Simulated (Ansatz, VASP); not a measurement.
## Two plane-wave programs on Pt

The input INCAR:

```
SYSTEM = Pt
PREC = Accurate
ENCUT = 520
EDIFF = 1E-6
ISMEAR = 0
SIGMA = 0.15
LREAL = .FALSE.
LASPH = .TRUE.
NELM = 100
ALGO = Normal
ISIF = 2
LWAVE = .FALSE.
LCHARG = .FALSE.
GGA = PE
NBANDS = 11
```

The input KPOINTS:

```
regular mesh
0
G
  20 20 20
  0 0 0
```

File POSCAR:

```
Pt
1.0
    0.0000000000      1.9579000000      2.0557950000
    1.9579000000      0.0000000000      2.0557950000
    1.9579000000      1.9579000000      0.0000000000
Pt
1
Direct
    0.0000000000      0.0000000000      0.0000000000
```

Input for Ansatz:

```yaml
crystal:
  lattice:
    - [0.0, 1.9579, 2.055795]
    - [1.9579, 0.0, 2.055795]
    - [1.9579, 1.9579, 0.0]
  atoms:
    - { symbol: Pt, position: [0.0, 0.0, 0.0] }
basis:
  ecutwfc: 420
kpoints:
  mp_grid: { grid: [20, 20, 20] }
hamiltonian:
  xc: pbe
scf:
  occupations: { method: gaussian, width: 0.15 }
output:
  forces: true
  stress: true
  eigenvalues: true
```

Change from the starting cell: strain +0.000 along x and y, +0.050 along z, atoms carried along.

Alike in both runs: task single point; functional PBE; k mesh 20 × 20 × 20; occupations gaussian, width 0.15 eV; no spin polarisation.

```csv
,VASP,Ansatz
version,VASP 6.6.1,Ansatz 0.2.0
potentials or method,"VASP PAW PBE potentials, release 64 (Pt), cutoff 520 eV","scalar-relativistic, plane waves, PAW"
valence electrons in the cell,10,18
```

Ansatz gave:

| Quantity | Value |
| --- | --- |
| gap on the k mesh at the Fermi level (eV) | none |
| pressure (GPa) | -1.5 |
| traceless stress, the component that is largest in VASP (GPa) | -3.24 |

Task: Which values does VASP return?

Result: gap on the k mesh at the Fermi level (eV): none; pressure (GPa): -1.9; traceless stress, the component that is largest in VASP (GPa): -3.21.

A gap of «none» marks a metal or a gap that the smearing closes. VASP's potentials hold 10 valence electrons a cell and Ansatz's 18, so a difference there can come from the potentials and not from the codes.

Spin-orbit coupling is off throughout.
